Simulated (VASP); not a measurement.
Wanted: the native input for a VASP 6.6.1 run.

```yaml
Task: single point
Functional: LDA
Potentials_or_basis: VASP PAW PBE potentials, release 64 (Lu)
Cutoff: 520 eV
k_mesh: 8 × 8 × 11
Occupations: fermi-dirac, width 0.1 eV
Spin: no spin polarisation
Dipole_correction: no
Further_INCAR_settings: ALGO = Normal; EDIFF = 1e-07; NBANDS = 44
```

The structure of Lu lies in POSCAR:

```
Lu
1.0
    5.2858195815      0.0000000000      0.0000000000
   -2.6429097907      4.5776540374      0.0000000000
    0.0000000000      0.0000000000      3.3172710266
Lu
3
Direct
    1.0000000000      0.0000000000      1.0000000000
    0.3333333333      0.6666666667      0.5000000000
    0.6666666667      0.3333333333      0.5000000000
```

This cell differs from its parent crystal: volume scaled by 1.04.

These files were run (other wordings do the same):

INCAR

```
SYSTEM = Lu
  PREC = Accurate
  ENCUT = 520
  EDIFF = 1E-7
  ISMEAR = -1
  SIGMA = 0.1
  LREAL = .FALSE.
  LASPH = .TRUE.
  NELM = 100
  ALGO = Normal
  ISIF = 2
  LWAVE = .FALSE.
  LCHARG = .TRUE.
  GGA = CA
  LELF = .TRUE.
  LVHAR = .TRUE.
  NBANDS = 44
```

KPOINTS

```
Automatic mesh
0
G
  8 8 11
  0 0 0
```

Potentials or basis: VASP PAW PBE potentials, release 64 (Lu).

Run with:

```console
$ cat potpaw_PBE.64/Lu/POTCAR > POTCAR
$ mpirun -np 1 vasp_std > vasp.out
```

It gave:

```yaml
Pressure: -1.6 GPa
```

Caveat: the PAW data sets were made with another functional, which shifts forces and pressure a little.

It took 4.3 min on 1 thread of Intel Xeon 6975P-C, on a shared host, peak memory 0.29 GiB.
